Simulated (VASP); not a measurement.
# ErAlF2 (P4/mmm) in VASP: notebook

ErAlF2 is run at these levels: PBE; tasks: single point.

All numbers are computed with VASP 6.6.1; they aren't measurements. Logs are shortened: lines on timing, memory, paths and dates and some standing lists are left out, and cuts for length are marked.

## (1) The cell of the first run

Symmetry: P4/mmm, No. 123, tetragonal system. The conventional cell has a = 3.699 Å, b = 3.699 Å, c = 5.587 Å, α = 90.00°, β = 90.00°, γ = 90.00°. Er (site symmetry 4/mmm) has 2 F at 2.13 Å within 2.8 Å. Al (site symmetry 4/mmm) has 8 F at 2.70 Å and 4 Al at 3.70 Å and 8 Er at 3.83 Å within 3.9 Å. Within 1.8 Å of F (site symmetry 4mm) lie 1 F at 1.32 Å.

The cell was generated, and may not be a known phase.

## (2) Single point, PBE

The input, INCAR:

```
ALGO = Normal
EDIFF = 1E-6
ENCUT = 600
GGA = PE
GGA_COMPAT = False
ISIF = 2
ISMEAR = 0
LASPH = True
LCHARG = False
LMAXMIX = 6
LREAL = False
LWAVE = False
NBANDS = 21
NELM = 200
PREC = Accurate
SIGMA = 0.1
```

The input, KPOINTS:

```
k-points
0
Gamma
  6 6 4
```

The input, POSCAR:

```
ErAlF2
1.0
    3.6993878600      0.0000000000      0.0000000000
    0.0000000000      3.6993878600      0.0000000000
    0.0000000000      0.0000000000      5.5865363200
Er Al F
1 1 2
Direct
    0.0000000000      0.0000000000      0.0000000000
    0.5000000000      0.5000000000      0.5000000000
    0.0000000000      0.0000000000      0.3817508600
    0.0000000000      0.0000000000      0.6182491400
```

Potentials or basis: VASP PAW PBE potentials, release 64 (Er_3, Al, F), 4f in core.

Started as:

```sh
cat potpaw_PBE.64/Er_3/POTCAR potpaw_PBE.64/Al/POTCAR potpaw_PBE.64/F/POTCAR > POTCAR
mpirun -np 1 vasp_std > vasp.out
```

OUTCAR:

```text
EDIFF = 1E-6
   ENCUT = 600
   GGA = PE
   ISIF = 2
   ISMEAR = 0
   LASPH = True
   LREAL = False
   NELM = 200
   PREC = Accurate

 ion  position               nearest neighbor table
   1  0.000  0.000  0.000-   3 2.13   4 2.13
   2  0.500  0.500  0.500-
   3  0.000  0.000  0.382-   4 1.32   1 2.13
   4  0.000  0.000  0.618-   3 1.32   1 2.13

  LATTYP: Found a simple tetragonal cell.
 ALAT       =     3.6993878600
 C/A-ratio  =     1.5101245210

  Lattice vectors:

 A1 = (   3.6993878600,   0.0000000000,   0.0000000000)
 A2 = (   0.0000000000,   3.6993878600,   0.0000000000)
 A3 = (   0.0000000000,   0.0000000000,   5.5865363200)

Analysis of symmetry for initial positions (statically):
=====================================================================
 Subroutine PRICEL returns:
 Original cell was already a primitive cell.

 Routine SETGRP: Setting up the symmetry group for a
 simple tetragonal supercell.

 Subroutine GETGRP returns: Found 16 space group operations
 (whereof 16 operations were pure point group operations)
 out of a pool of 16 trial point group operations.

The static configuration has the point symmetry D_4h.

Analysis of symmetry for dynamics (positions and initial velocities):
=====================================================================
 Subroutine PRICEL returns:
 Original cell was already a primitive cell.

 Routine SETGRP: Setting up the symmetry group for a
 simple tetragonal supercell.

 Subroutine GETGRP returns: Found 16 space group operations
 (whereof 16 operations were pure point group operations)
 out of a pool of 16 trial point group operations.

The dynamic configuration has the point symmetry D_4h.

 Subroutine INISYM returns: Found 16 space group operations
 (whereof 16 operations are pure point group operations),
 and found     1 'primitive' translations

----------------------------------------------------------------------------------------

                                     Primitive cell

  volume of cell :      76.4544

  direct lattice vectors                    reciprocal lattice vectors
     3.699387860  0.000000000  0.000000000     0.270314992  0.000000000  0.000000000
     0.000000000  3.699387860  0.000000000     0.000000000  0.270314992  0.000000000
     0.000000000  0.000000000  5.586536320     0.000000000  0.000000000  0.179001790

  length of vectors
     3.699387860  3.699387860  5.586536320     0.270314992  0.270314992  0.179001790

  position of ions in fractional coordinates (direct lattice)
     0.000000000  0.000000000  0.000000000
     0.500000000  0.500000000  0.500000000
     0.000000000  0.000000000  0.381750860
     0.000000000  0.000000000  0.618249140

  ion indices of the primitive-cell ions
   primitive index   ion index
                 1           1
                 2           2
                 3           3
                 4           4

----------------------------------------------------------------------------------------

 KPOINTS: k-points

Automatic generation of k-mesh.
 Grid dimensions read from file:
 generate k-points for:    6    6    4

 Generating k-lattice:

  Cartesian coordinates                     Fractional coordinates (reciprocal lattice)
     0.045052499  0.000000000  0.000000000     0.166666667  0.000000000  0.000000000
     0.000000000  0.045052499  0.000000000     0.000000000  0.166666667  0.000000000
     0.000000000  0.000000000  0.044750447     0.000000000  0.000000000  0.250000000

  Length of vectors
     0.045052499  0.045052499  0.044750447

  Shift w.r.t. Gamma in fractional coordinates (k-lattice)
     0.000000000  0.000000000  0.000000000

 Subroutine IBZKPT returns following result:
 ===========================================

 Found     30 irreducible k-points:

 Following reciprocal coordinates:
            Coordinates               Weight
  0.000000  0.000000  0.000000      1.000000
  0.166667  0.000000  0.000000      4.000000
  0.333333  0.000000  0.000000      4.000000
  0.500000  0.000000  0.000000      2.000000
  0.166667  0.166667  0.000000      4.000000
  0.333333  0.166667  0.000000      8.000000
[... 16 lines left out ...]
  0.333333  0.000000  0.500000      4.000000
  0.500000  0.000000  0.500000      2.000000
 [... further k-points ...]
   k-points           NKPTS =     30   k-points in BZ     NKDIM =     30   number of bands    NBANDS=     21
   number of dos      NEDOS =    301   number of ions     NIONS =      4
   total plane-waves  NPLWV =  43200
   dimension x,y,z NGX =    30 NGY =   30 NGZ =   48
   dimension x,y,z NGXF=    60 NGYF=   60 NGZF=   96
   ions per type =               1   1   2
   NGX,Y,Z   is equivalent  to a cutoff of  13.48, 13.48, 14.28 a.u.
   NGXF,Y,Z  is equivalent  to a cutoff of  26.96, 26.96, 28.57 a.u.
 SYSTEM =  unknown system
   PREC   = accura    normal or accurate (medium, high low for compatibility)
   ISTART =      0    job   : 0-new  1-cont  2-samecut
   ICHARG =      2    charge: 1-file 2-atom 10-const
   ISPIN  =      1    spin polarized calculation?
   LNONCOLLINEAR =      F non collinear calculations
   LSORBIT =      F    spin-orbit coupling
   LASPH  =      T    aspherical Exc in radial PAW
   ENCUT  =  600.0 eV  44.10 Ry    6.64 a.u.   7.39  7.39 11.16*2*pi/ulx,y,z
   NELM   =    200;   NELMIN=  2; NELMDL= -5     # of ELM steps
   EDIFF  = 0.1E-05   stopping-criterion for ELM
   LREAL  =      F    real-space projection
   EDIFFG = 0.1E-04   stopping-criterion for IOM
   NSW    =      0    number of steps for IOM
   IBRION =     -1    ionic relax: 0-MD 1-quasi-New 2-CG
   NFREE  =      0    steps in history (QN), initial steepest desc. (CG)
   ISIF   =      2    stress and relaxation
   ISYM   =      2    0-nonsym 1-usesym 2-fastsym
   POTIM  = 0.5000    time-step for ionic-motion
   TEBEG  =    0.0;   TEEND  =   0.0 temperature during run
   PSTRESS=    0.0 pullay stress
   NELECT =      26.0000    total number of electrons
   NUPDOWN=      -1.0000    fix difference up-down
   EMIN   =  10.00;   EMAX   =-10.00  energy-range for DOS
   EFERMI =   0.00;   METHOD = LEGACY
   ISMEAR =     0;   SIGMA  =   0.10  broadening in eV -4-tet -1-fermi 0-gaus
   EFERMI_NEDOS =   21; number of points for ismear=-14 and -15
   IALGO  =     38    algorithm
   IMIX   =      4    mixing-type and parameters
     AMIX     =   0.40;   BMIX     =  1.00
     AMIX_MAG =   1.60;   BMIX_MAG =  1.00
  volume/ion in A,a.u.               =      19.11       128.98
  Fermi-wavevector in a.u.,A,eV,Ry     =   1.142699  2.159388 17.765955  1.305761
  Thomas-Fermi vector in A             =   2.279396
   LORBIT       =      0    0 simple, 1 ext, 2 COOP (PROOUT), +10 PAW based schemes
   GGA     = PE    functional components
   LHFCALC =     F    Hartree Fock is set to
   AEXX    =    0.0000 exact exchange contribution
   IVDW    =     0    specifies the selected vdW correction
   LEPSILON=     F    determine dielectric tensor
   LRPA    =     F    only Hartree local field effects (RPA)
 non-spin polarized calculation
 Gauss-broadening in eV      SIGMA  =   0.10
  energy-cutoff  :      600.00
  volume of cell :       76.45
 maximum number of plane-waves:      2583
 NGX is ok and might be reduce to    30
   NGX = 15   NGY = 15   NGZ = 23

 number of electron      25.9999987 magnetization

 Free energy of the ion-electron system (eV)
  ---------------------------------------------------
  ext. energy  EPLUGINS =         0.00000000
  ---------------------------------------------------
  free energy    TOTEN  =        -9.03294997 eV

  energy without entropy =       -9.00921903  energy(sigma->0) =       -9.02108450

 E-fermi :   4.0413     XC(G=0):  -9.3289

 val. band max:        4.0084181574   @ k =   0.0000   0.0000   0.5000
 cond. band min:       4.0583250113   @ k =   0.1667   0.0000   0.0000
 fundamental gap:      0.0499068539
 Fermi energy:         4.0412530479

 k-point     1 :       0.0000    0.0000    0.0000
  band No.  band energies     occupation
      1     -26.7210      2.00000
      2     -22.5381      2.00000
      3     -21.4259      2.00000
      4     -21.4259      2.00000
      5     -18.3266      2.00000
      6      -8.6328      2.00000
[... 13 lines left out ...]
     20       8.7405      0.00000
     21       9.2205      0.00000

 k-point     2 :       0.1667    0.0000    0.0000
  band No.  band energies     occupation
      1     -26.7161      2.00000
      2     -22.5327      2.00000
      3     -21.4715      2.00000
      4     -21.4222      2.00000
      5     -18.3241      2.00000
      6      -8.6236      2.00000
[... 13 lines left out ...]
     20       9.0014      0.00000
     21      10.2101      0.00000

 k-point     3 :       0.3333    0.0000    0.0000
  band No.  band energies     occupation
      1     -26.7064      2.00000
      2     -22.5218      2.00000
      3     -21.5613      2.00000
      4     -21.4148      2.00000
      5     -18.3192      2.00000
      6      -8.6045      2.00000
[... 13 lines left out ...]
     20       8.8758      0.00000
     21       9.7575      0.00000

 k-point     4 :       0.5000    0.0000    0.0000
  band No.  band energies     occupation
      1     -26.7016      2.00000
      2     -22.5163      2.00000
      3     -21.6055      2.00000
      4     -21.4110      2.00000
      5     -18.3167      2.00000
      6      -8.5946      2.00000
[... 13 lines left out ...]
     20       8.7474      0.00000
     21       8.9260      0.00000

 k-point     5 :       0.1667    0.1667    0.0000
  band No.  band energies     occupation
      1     -26.7115      2.00000
      2     -22.5273      2.00000
      3     -21.4687      2.00000
      4     -21.4662      2.00000
      5     -18.3217      2.00000
      6      -8.6151      2.00000
[... 13 lines left out ...]
     20       8.3070      0.00000
     21      10.8035      0.00000
[... 382 lines left out ...]
     20       9.3870      0.00000
     21       9.3882      0.00000

 k-point    22 :       0.1667    0.0000    0.5000
  band No.  band energies     occupation
      1     -26.8758      2.00000
      2     -21.4709      2.00000
      3     -21.4423      2.00000
      4     -21.4217      2.00000
      5     -19.7001      2.00000
      6      -7.4861      2.00000
[... 13 lines left out ...]
     20       9.0531      0.00000
     21      10.1598      0.00000

 k-point    23 :       0.3333    0.0000    0.5000
  band No.  band energies     occupation
      1     -26.8656      2.00000
      2     -21.5606      2.00000
      3     -21.4344      2.00000
      4     -21.4142      2.00000
      5     -19.6907      2.00000
      6      -7.4747      2.00000
[... 13 lines left out ...]
     20       8.4178      0.00000
     21      10.1040      0.00000

 k-point    24 :       0.5000    0.0000    0.5000
  band No.  band energies     occupation
      1     -26.8604      2.00000
      2     -21.6047      2.00000
      3     -21.4304      2.00000
      4     -21.4105      2.00000
      5     -19.6859      2.00000
      6      -7.4672      2.00000
[... 13 lines left out ...]
     20       9.1103      0.00000
     21      10.0802      0.00000

 [... further k-points ...]
[... 5 lines left out ...]
  --------------------------------------------------------------------------------------
  -------------------------------------------------------------------------------------
  Total        1.9108146      1.9108146     40.6766587      0.0000000      0.0000000      0.0000000
  in kB       40.0430155     40.0430155    852.4197291      0.0000000      0.0000000      0.0000000
  external PRESSURE =     310.8352533 kB  Pullay stress =       0.0000000 kB

 VOLUME and BASIS-vectors are now :
 -----------------------------------------------------------------------------
  energy-cutoff  :      600.00
  volume of cell :       76.45
      direct lattice vectors                 reciprocal lattice vectors
     3.699387860  0.000000000  0.000000000     0.270314992  0.000000000  0.000000000
     0.000000000  3.699387860  0.000000000     0.000000000  0.270314992  0.000000000
     0.000000000  0.000000000  5.586536320     0.000000000  0.000000000  0.179001790

 POSITION                                       TOTAL-FORCE (eV/Angst)
 -----------------------------------------------------------------------------------
      0.00000      0.00000      0.00000        -0.000000      0.000000      0.000000
      1.84969      1.84969      2.79327        -0.000000      0.000000      0.000000
      0.00000      0.00000      2.13267        -0.000000     -0.000000    -28.834782
      0.00000      0.00000      3.45387         0.000000      0.000000     28.834782
 -----------------------------------------------------------------------------------
    total drift:                                0.000000     -0.000000      0.000000

  FREE ENERGIE OF THE ION-ELECTRON SYSTEM (eV)
  ---------------------------------------------------
  free  energy   TOTEN  =        -9.0329499661 eV

  energy  without entropy=       -9.0092190273  energy(sigma->0) =       -9.02108450
```

It took 32 s on 1 thread of Intel Xeon 6975P-C (Granite Rapids), shared host; peak memory 0.22 GiB.

What came out:

- Free energy: -9.0329 eV
- Pressure: 31.1 GPa
- Largest force: 28.835 eV/Å
- Band gap on the k mesh: zero (bands 13 and 14 overlap by 1.47 eV)

Forces on the atoms (eV/Å):
```
Er    0.000   0.000   0.000
Al    0.000   0.000   0.000
F     0.000   0.000 -28.835
F     0.000   0.000  28.835
```

Levels at points of the mesh, in eV from the Fermi level:
```tsv
k point	band 10	band 11	band 12	band 13	band 14	band 15	band 16	band 17
(0.00, 0.00, 0.00)	-5.66	-5.66	-1.68	-0.61	-0.15	1.15	3.76	3.76
(0.50, 0.00, 0.00)	-5.61	-3.11	-1.87	0.30	0.89	1.11	1.96	1.97
(0.50, 0.50, 0.00)	-6.03	-3.67	0.45	0.96	1.19	1.19	1.64	1.96
(0.00, 0.00, 0.50)	-5.44	-5.28	-3.97	-1.00	-0.03	3.24	3.24	3.27
(0.50, 0.00, 0.50)	-5.40	-2.89	-1.41	-0.78	-0.51	-0.49	1.90	2.26
(0.50, 0.50, 0.50)	-5.74	-3.16	-1.56	-0.98	0.80	0.80	3.11	3.11
```

Caveat: the stress differs along the axes, from 4 to 85 GPa; spin-orbit coupling is left out, which moves the levels of the heavy elements; the 4f electrons are frozen in the core, so they carry no moment and show no levels; the run has no spin polarisation, though such a crystal can be magnetic; forces of over 1 eV/Å act on the atoms, so gaps and moduli don't describe the material at rest. With open d or f shells a metallic result of PBE can be an artefact of self-interaction; +U or a hybrid may open a gap.

## (3) Single point, PBE

This run uses another cell than the first one, of 21.38 Å³/atom.

The input, INCAR:

```
ALGO = Normal
EDIFF = 1E-6
ENCUT = 600
GGA = PE
GGA_COMPAT = F
ISIF = 2
ISMEAR = 0
LASPH = T
LCHARG = T
LELF = T
LMAXMIX = 6
LREAL = F
LVHAR = T
LWAVE = F
NBANDS = 21
NELM = 200
PREC = Accurate
SIGMA = 0.1
```

KPOINTS is that of step 2.

The input, POSCAR:

```
ErAlF2
1.0
    3.4914876434      0.0000000000      0.0000000000
    0.0000000000      3.4914876434      0.0000000000
    0.0000000000      0.0000000000      7.0151955797
Er Al F
1 1 2
Direct
    0.0000000000      0.0000000000      0.0000000000
    0.5000000000      0.5000000000      0.5000000000
    0.0000000000      0.0000000000      0.2974944687
    0.0000000000      0.0000000000      0.7025055313
```

Potentials or basis: VASP PAW PBE potentials, release 64 (Er_3, Al, F), 4f in core.

Started as:

```sh
cat potpaw_PBE.64/Er_3/POTCAR potpaw_PBE.64/Al/POTCAR potpaw_PBE.64/F/POTCAR > POTCAR
mpirun -np 1 vasp_std > vasp.out
```

Wall time 37 s (1 thread of Intel Xeon 6975P-C (Granite Rapids), shared host); peak memory 0.24 GiB.

Results (log left out):

| Quantity | Value |
| --- | --- |
| Free energy | -18.6870 eV |
| Pressure | 0.6 GPa |
| Largest force | 0.233 eV/Å |
| Band gap on the k mesh | zero (bands 13 and 14 overlap by 0.06 eV) |

Forces on the atoms (eV/Å):
```
Er   0.000  0.000  0.000
Al   0.000  0.000  0.000
F    0.000  0.000  0.233
F    0.000  0.000 -0.233
```

Stress tensor (GPa, compression positive):
```
-0.07  0.00  0.00
 0.00 -0.07  0.00
 0.00  0.00  1.91
```

Levels at points of the mesh, in eV from the Fermi level:
```tsv
k point	band 11	band 12	band 13	band 14	band 15	band 16
(0.00, 0.00, 0.00)	-5.20	-4.71	-2.68	-0.04	-0.02	4.52
(0.50, 0.00, 0.00)	-5.15	-2.24	-0.99	0.51	1.30	1.43
(0.50, 0.50, 0.00)	-5.11	-2.44	-0.52	1.49	1.49	2.15
(0.00, 0.00, 0.50)	-5.56	-3.91	-3.43	-0.01	1.37	3.72
(0.50, 0.00, 0.50)	-5.48	-2.33	-0.82	0.40	0.85	1.63
(0.50, 0.50, 0.50)	-5.92	-2.22	-1.12	1.34	1.34	2.63
```

Caveat: spin-orbit coupling is left out, which moves the levels of the heavy elements; the 4f electrons are frozen in the core, so they carry no moment and show no levels; the run has no spin polarisation, though such a crystal can be magnetic.

The gap in the log of VASP goes by the Fermi energy; the results here count the filled bands.